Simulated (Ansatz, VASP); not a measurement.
**Two plane-wave programs on PdPt2Se3**

File INCAR:

```
SYSTEM = PdPt2Se3
  ALGO = Normal
  EDIFF = 1E-7
  ENCUT = 520
  GGA = PE
  ISIF = 2
  ISMEAR = 0
  LASPH = .True.
  LCHARG = .False.
  LREAL = .False.
  LWAVE = .False.
  NBANDS = 33
  NELM = 80
  PREC = Accurate
  SIGMA = 0.1
```

Contents of KPOINTS:

```
k-points
0
Gamma
  4 4 4
  0 0 0
```

Contents of POSCAR:

```
PdPt2Se3
1.0
    4.7887340600      0.0000000000      0.0000000000
    0.0000000000      4.7887340600      0.0000000000
    0.0000000000      0.0000000000      6.2535630700
Pd Pt Se
1 2 3
Direct
    0.5000000000      0.5000000000      0.0000000000
    0.0000000000      0.5000000000      0.0000000000
    0.5000000000      0.0000000000      0.0000000000
    0.5000000000      0.5000000000      0.3108296100
    0.5000000000      0.5000000000      0.6891703900
    0.0000000000      0.0000000000      0.0000000000
```

Input for Ansatz:

```yaml
crystal:
  lattice:
    - [4.78873406, 0.0, 0.0]
    - [0.0, 4.78873406, 0.0]
    - [0.0, 0.0, 6.25356307]
  atoms:
    - { symbol: Pd, position: [0.5, 0.5, 0.0] }
    - { symbol: Pt, position: [0.0, 0.5, 0.0] }
    - { symbol: Pt, position: [0.5, 0.0, 0.0] }
    - { symbol: Se, position: [0.5, 0.5, 0.31082961] }
    - { symbol: Se, position: [0.5, 0.5, 0.68917039] }
    - { symbol: Se, position: [0.0, 0.0, 0.0] }
basis:
  ecutwfc: 420
kpoints:
  mp_grid: { grid: [4, 4, 4] }
hamiltonian:
  xc: pbe
scf:
  occupations: { method: gaussian, width: 0.1 }
  lower_state_search: "off"
output:
  forces: true
  stress: true
  eigenvalues: true
```

Alike in both runs: task single point; functional PBE; k mesh 4 × 4 × 4; occupations gaussian, width 0.1 eV; no spin polarisation.

|  | VASP | Ansatz |
| --- | --- | --- |
| version | VASP 6.6.1 | Ansatz 0.2.0 |
| potentials or method | VASP PAW PBE potentials, release 64 (Pd, Pt, Se), cutoff 520 eV | scalar-relativistic, plane waves, PAW |
| valence electrons in the cell | 48 | 102 |

|  | VASP | Ansatz | Ansatz less VASP |
| --- | --- | --- | --- |
| gap on the k mesh at the Fermi level (eV) | none | none | - |
| rms of the force components (eV/Å) | 4.081 | 4.059 | -0.0225 |

Atom by atom the forces differ by 0.023 eV/Å (rms over components). A gap of «none» marks a metal or a gap that the smearing closes. VASP's potentials hold 48 valence electrons a cell and Ansatz's 102, so a difference there can come from the potentials and not from the codes.

Neither program's run includes spin-orbit coupling.
